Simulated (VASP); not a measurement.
Crystal: Ti.

```
CELL_PARAMETERS angstrom
-1.64100 1.64100 1.64100
1.64100 -1.64100 1.64100
1.64100 1.64100 -1.64100
ATOMIC_POSITIONS crystal
Ti 0.00000 0.00000 0.00000
```

```yaml
Program: VASP 6.6.1
Task: relaxation of cell and atoms
Functional: PBE
Dispersion: D3(BJ)
Potentials_or_basis: VASP PAW PBE potentials, release 64 (Ti_sv)
Cutoff: 500 eV
k_mesh: 8 × 8 × 8
Occupations: gaussian, width 0.1 eV
Spin: no spin polarisation
```

At the start: pressure -8.5 GPa; volume 17.68 Å³/atom.

Q: Where does the relaxation end?

A: Over 3 steps the energy falls by 39.9 meV/atom and the volume is 16.27 Å³/atom (-7.9 %); space group Im-3m (No. 229, to 0.05 Å).

Step by step:
```tsv
step	energy change (eV)	largest force (eV/Å)	pressure (GPa)	volume (Å³)
1	0.0000	0.0000	-8.54	17.68
2	-0.0205	0.0000	7.27	15.37
3	-0.0399	0.0000	-0.04	16.27
```

Final structure:
```
CELL_PARAMETERS angstrom
-1.59631 1.59631 1.59631
1.59631 -1.59631 1.59631
1.59631 1.59631 -1.59631
ATOMIC_POSITIONS crystal
Ti 0.00000 0.00000 0.00000
```

Caveat: pairwise dispersion overbinds metals, which lowers pressure and volume.
